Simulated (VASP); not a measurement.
A run of VASP 6.6.1 is set up as follows.

The input INCAR:

```
SYSTEM = TaNb2O5
ALGO     = Normal         ! electronic algorithm
EDIFF    = 1E-6           ! SCF threshold, eV
ENCUT    = 600            ! plane-wave cutoff, eV
GGA      = PE             ! functional
GGA_COMPAT= .FALSE.      
ISIF     = 2              ! what is computed and relaxed
ISMEAR   = 0              ! smearing method
LASPH    = .TRUE.         ! aspherical terms in the spheres
LCHARG   = .TRUE.         ! write CHGCAR
LELF     = .TRUE.         ! ELF
LREAL    = .FALSE.        ! projectors in reciprocal space
LVHAR    = .TRUE.       
LWAVE    = .FALSE.        ! write WAVECAR
NBANDS   = 44             ! bands
NELM     = 120            ! most SCF steps
PREC     = Accurate       ! precision mode
SIGMA    = 0.15           ! smearing width, eV
```

KPOINTS

```
k-points
0
G
  3 3 2
  0 0 0
```

The input POSCAR:

```
TaNb2O5
1.0
    5.0884768268      0.0000000000      0.0000000000
    0.0000000000      5.0884768268      0.0000000000
    0.0000000000      0.0000000000      5.8186547295
Ta Nb O
1 2 5
Direct
    0.0000000000      0.0000000000      0.5000000000
    0.5000000000      0.0000000000      0.5000000000
    0.0000000000      0.5000000000      0.5000000000
    0.0000000000      0.5000000000      0.8149958157
    0.5000000000      0.0000000000      0.8149958157
    0.0000000000      0.5000000000      0.1850041843
    0.5000000000      0.0000000000      0.1850041843
    0.5000000000      0.5000000000      0.5000000000
```

Potentials or basis: VASP PAW PBE potentials, release 64 (Ta_pv, Nb_sv, O).

Run with:

```bash
$ cat potpaw_PBE.64/Ta_pv/POTCAR potpaw_PBE.64/Nb_sv/POTCAR potpaw_PBE.64/O/POTCAR > POTCAR
$ mpirun -np 1 vasp_std > vasp.out
```

Problem. Predict the band gap on the k mesh.

Solution. Zero (an odd number of electrons rules out a gap without spin polarisation).

Problem. Predict the largest force.

Solution. 0.064 eV/Å.

Problem. Estimate the pressure.

Solution. -0.6 GPa.

Stress tensor (GPa, compression positive):
```
-0.81  0.00  0.00
 0.00 -0.81  0.00
 0.00  0.00 -0.12
```

Caveat: the k points lie up to 0.54 Å⁻¹ apart, too coarse for converged energies and pressures of a metal; spin-orbit coupling is left out, which moves the levels of the heavy elements; an odd number of electrons without spin polarisation forces a metal; a magnetic or distorted state may lie lower.
